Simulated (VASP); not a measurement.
Runs of VASP 6.6.1 on W. The structure is that of space group P6/mmm (No. 191), or close to it. The cells are those of the table. This isn't the form of W at room conditions, which is bcc.

```csv
cell,k mesh,gap on the mesh (eV),pressure (GPa)
"a = 4.638, b = 4.638, c = 2.583 Å, angles 90.0, 90.0, 120.0°, 3 atoms",9 × 9 × 13,none,12.8
"a = 4.701, b = 4.701, c = 2.618 Å, angles 90.0, 90.0, 120.0°, 3 atoms",8 × 8 × 11,none,0.5
"a = 4.701, b = 4.701, c = 2.618 Å, angles 90.0, 90.0, 120.0°, 3 atoms",9 × 9 × 13,none,(a)
"a = 4.573, b = 4.573, c = 2.546 Å, angles 90.0, 90.0, 120.0°, 3 atoms",9 × 9 × 13,none,27.7
"a = 4.505, b = 4.505, c = 2.509 Å, angles 90.0, 90.0, 120.0°, 3 atoms",9 × 9 × 13,none,(b)
"a = 4.824, b = 4.824, c = 2.686 Å, angles 90.0, 90.0, 120.0°, 3 atoms",9 × 9 × 13,none,-17.2
"a = 4.763, b = 4.763, c = 2.652 Å, angles 90.0, 90.0, 120.0°, 3 atoms",9 × 9 × 13,none,(c)
"a = 4.882, b = 4.882, c = 2.719 Å, angles 90.0, 90.0, 120.0°, 3 atoms",9 × 9 × 13,none,-23.7
```

Alike in all rows: task single point; level revPBE; potentials or basis VASP PAW PBE potentials, release 64 (W_sv); no spin polarisation; cutoff (eV) 520; smearing fermi-dirac 0.1 eV.

Estimate the missing entries.

(a) 0.6; (b) 46.0; (c) -9.2.

Caveats: the PAW data sets were made with another functional, which shifts forces and pressure a little; spin-orbit coupling is left out, which moves the levels of the heavy elements; the cell stands under tension (at least some runs); the cell stands under pressure (at least some runs); the stress differs along the axes, from 44 to 49 GPa (at least some runs).

A k mesh can miss the band edges, and the runs leave out spin-orbit coupling on W.

A gap of «none» marks levels without a gap at the run's occupations.
